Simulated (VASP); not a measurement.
Set up this calculation in VASP 6.6.1, as the native input.

```
Task                   : single point
Functional             : PBE
Potentials or basis    : VASP PAW PBE potentials, release 64 (H, Mo_sv)
Cutoff                 : 520 eV
k mesh                 : 8 × 6 × 6
Occupations            : gaussian, width 0.2 eV
Spin                   : no spin polarisation
Dipole correction      : no
Further INCAR settings : ALGO = Normal; EDIFF = 1e-07; NBANDS = 27
```

The structure of MoH3 lies in POSCAR:

```
MoH3
1.0
    2.9835826180      0.0019994709     -0.0040312689
   -0.0496579069      4.3650815413     -0.0061827223
   -0.4408594364     -1.9943272110      4.2211002653
H Mo
6 2
Direct
    0.1017889032      0.3790631206      0.0785390139
    0.1049552523      0.9152675027      0.3046723316
    0.7660246416      0.6378121153      0.6953551242
    0.4061257087      0.7587018462      0.9674326430
    0.7057801917      0.0717269676      0.6925486460
    0.5726542901      0.2426999015      0.3021375581
    0.2317340926      0.3369854180      0.6550002218
    0.6109369196      0.6577431276      0.3043144616
```

These files were run (other wordings do the same):

INCAR

```
SYSTEM = MoH3
PREC = Accurate
ENCUT = 520
EDIFF = 1E-7
ISMEAR = 0
SIGMA = 0.2
LREAL = .FALSE.
LASPH = .TRUE.
NELM = 100
ALGO = Normal
ISIF = 2
LWAVE = .FALSE.
LCHARG = .FALSE.
GGA = PE
NBANDS = 27
```

KPOINTS

```
regular mesh
0
G
  8 6 6
  0 0 0
```

Potentials or basis: VASP PAW PBE potentials, release 64 (H, Mo_sv).

The run is started by

```console
$ cat potpaw_PBE.64/H/POTCAR potpaw_PBE.64/Mo_sv/POTCAR > POTCAR
$ mpirun -np 1 vasp_std > vasp.out
```

Results of the run:

```
Pressure               : 0.1 GPa
Largest force          : 0.035 eV/Å
Band gap on the k mesh : zero (bands 17 and 18 overlap by 1.38 eV)
```

It took 100 s on 1 thread of AMD EPYC 9R45 96-Core Processor (Zen 5), with other jobs on the host, peak memory 0.27 GiB.
